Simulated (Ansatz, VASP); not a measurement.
# NaI: VASP beside Ansatz

```
Na I
1.0
     5.41649   -0.04062    0.00000
    -2.74343    4.71113    0.00000
     0.00000    0.00000    6.45915
Na I
2 2
Direct
  0.33511 0.66669 0.93750
  0.66489 0.33331 0.43750
  0.33597 0.66672 0.43750
  0.66403 0.33328 0.93750
```

Change from the starting cell: shear_xy strain -1.5%.

Alike in both runs: task single point; functional r2SCAN; k mesh 6 × 6 × 4; no spin polarisation.

```csv
,VASP,Ansatz
version,VASP 6.6.1,Ansatz 0.2.0
potentials or method,"VASP PAW PBE potentials, release 64 (Na_pv, I)","plane waves, PAW"
plane-wave cutoff (eV),520,500
occupations,"gaussian, width 0.01 eV",fixed
valence electrons in the cell,28,52
```

Ansatz gave:

| Quantity | Value |
| --- | --- |
| gap on the k mesh at the Fermi level (eV) | 4.19 |
| pressure (GPa) | 0.0 |
| rms of the force components (eV/Å) | 0.001 |

Task: What did VASP give for the same quantities?

Result: gap on the k mesh at the Fermi level (eV): 4.19; pressure (GPa): -0.1; rms of the force components (eV/Å): 0.017.

VASP's potentials were made for PBE, not for r2SCAN. Atom by atom the forces differ by 0.017 eV/Å (rms over components). VASP's potentials hold 28 valence electrons a cell and Ansatz's 52, so a difference there can come from the potentials and not from the codes. Ansatz's warnings: structure snapped to symmetry.

Neither program's run includes spin-orbit coupling.
